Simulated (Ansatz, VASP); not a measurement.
Two plane-wave programs on Ge2Sb2Te5

INCAR

```
SYSTEM = Ge2Sb2Te5
PREC = Accurate
ENCUT = 520
EDIFF = 1E-6
ISMEAR = 0
SIGMA = 0.03
LREAL = .FALSE.
LASPH = .TRUE.
NELM = 80
ALGO = Normal
ISIF = 2
LWAVE = .FALSE.
LCHARG = .FALSE.
GGA = PE
NBANDS = 44
```

Contents of KPOINTS:

```
regular mesh
0
G
  9 9 2
  0 0 0
```

File POSCAR:

```
Ge2Sb2Te5
1.0
    4.4630000000      0.0000000000      0.0000000000
   -2.2315000000      3.8650713771      0.0000000000
    0.0000000000      0.0000000000     18.0865499662
Ge Sb Te
2 2 5
Direct
    0.0000000000      0.0000000000      0.3314713560
    0.0000000000      0.0000000000      0.6685286440
    0.3333333333      0.6666666667      0.1121550832
    0.6666666667      0.3333333333      0.8878449168
    0.0000000000      0.0000000000      0.0000000000
    0.3333333333      0.6666666667      0.7913602895
    0.6666666667      0.3333333333      0.2086397105
    0.3333333333      0.6666666667      0.4097504733
    0.6666666667      0.3333333333      0.5902495267
```

Input for Ansatz:

```yaml
crystal:
  lattice:
    - [4.463, 0.0, 0.0]
    - [-2.2315, 3.8650713771, 0.0]
    - [0.0, 0.0, 18.0865499662]
  atoms:
    - { symbol: Ge, position: [0.0, 0.0, 0.331471356] }
    - { symbol: Ge, position: [0.0, 0.0, 0.668528644] }
    - { symbol: Sb, position: [0.3333333333, 0.6666666667, 0.1121550832] }
    - { symbol: Sb, position: [0.6666666667, 0.3333333333, 0.8878449168] }
    - { symbol: Te, position: [0.0, 0.0, 0.0] }
    - { symbol: Te, position: [0.3333333333, 0.6666666667, 0.7913602895] }
    - { symbol: Te, position: [0.6666666667, 0.3333333333, 0.2086397105] }
    - { symbol: Te, position: [0.3333333333, 0.6666666667, 0.4097504733] }
    - { symbol: Te, position: [0.6666666667, 0.3333333333, 0.5902495267] }
basis:
  ecutwfc: 420
kpoints:
  mp_grid: { grid: [9, 9, 2] }
hamiltonian:
  xc: pbe
  pseudopotentials: { kind: paw, azcp: { folder: soft_1 } }
scf:
  occupations: { method: gaussian, width: 0.03 }
output:
  forces: true
  stress: true
  eigenvalues: true
```

Alike in both runs: task single point; functional PBE; k mesh 9 × 9 × 2; occupations gaussian, width 0.03 eV; no spin polarisation.

```csv
,VASP,Ansatz
version,VASP 6.6.1,Ansatz 0.2.0
potentials or method,"VASP PAW PBE potentials, release 64 (Ge_d, Sb, Te), cutoff 520 eV","scalar-relativistic, plane waves, PAW"
valence electrons in the cell,68,138
```

Ansatz gave:

```
gap on the k mesh at the Fermi level (eV)                     : 0.17
least direct gap on the mesh (eV)                             : 0.17
pressure (GPa)                                                : -3.5
traceless stress, the component that is largest in VASP (GPa) : 1.03
rms of the force components (eV/Å)                            : 0.162
```

Q: Estimate VASP's values.

A: gap on the k mesh at the Fermi level (eV): 0.17; least direct gap on the mesh (eV): 0.17; pressure (GPa): -3.5; traceless stress, the component that is largest in VASP (GPa): 1.02; rms of the force components (eV/Å): 0.158.

Atom by atom the forces differ by 0.004 eV/Å (rms over components). The functional is the same, so the differences come from potentials, cutoffs and numerics. VASP's potentials hold 68 valence electrons a cell and Ansatz's 138, so a difference there can come from the potentials and not from the codes.

Neither program's run includes spin-orbit coupling.
